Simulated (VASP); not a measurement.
A run of VASP 6.6.1:

The input INCAR:

```
ALGO     = Normal         # electronic algorithm
EDIFF    = 1E-6           # SCF threshold, eV
EDIFFG   = -0.005         # ionic threshold
ENCUT    = 600            # plane-wave cutoff, eV
GGA      = PE             # functional
IBRION   = 2              # ionic algorithm
ISIF     = 3              # what is computed and relaxed
ISMEAR   = -1             # smearing method
ISPIN    = 2              # spin polarisation
LASPH    = T              # aspherical terms in the spheres
LCHARG   = F              # write CHGCAR
LMAXMIX  = 4              # l up to which the mixer works
LORBIT   = 11             # projections on sites
LREAL    = F              # projectors in reciprocal space
LWAVE    = F              # write WAVECAR
MAGMOM   = 1.7 1.7        # initial moments
NELM     = 150            # most SCF steps
NSW      = 32             # ionic steps
PREC     = Accurate       # precision mode
PSTRESS  = 670.0        
SIGMA    = 0.05           # smearing width, eV
```

The input KPOINTS:

```
k-points
0
Gamma
  19 19 10
```

File POSCAR:

```
Co
1.0
    2.3363451310      0.0000000000      0.0000000000
   -1.1681725655      2.0233342355      0.0000000000
    0.0000000000      0.0000000000      3.7714153234
Co
2
Direct
    0.3333333333      0.6666666667      0.2500000000
    0.6666666667      0.3333333333      0.7500000000
```

Potentials or basis: VASP PAW PBE potentials, release 64 (Co).

Command:

```bash
$ cat potpaw_PBE.64/Co/POTCAR > POTCAR
$ mpirun -np 1 vasp_std > vasp.out
```

Hardware: 1 thread of Intel(R) Xeon(R) 6975P-C (Granite Rapids), on a shared host.

Question: How long does it take, and how much memory?

Answer: It took 2.3 min on 1 thread of Intel(R) Xeon(R) 6975P-C (Granite Rapids), on a shared host, peak memory 0.24 GiB. Counts: scf iterations 30, k points 240, ion steps 3.
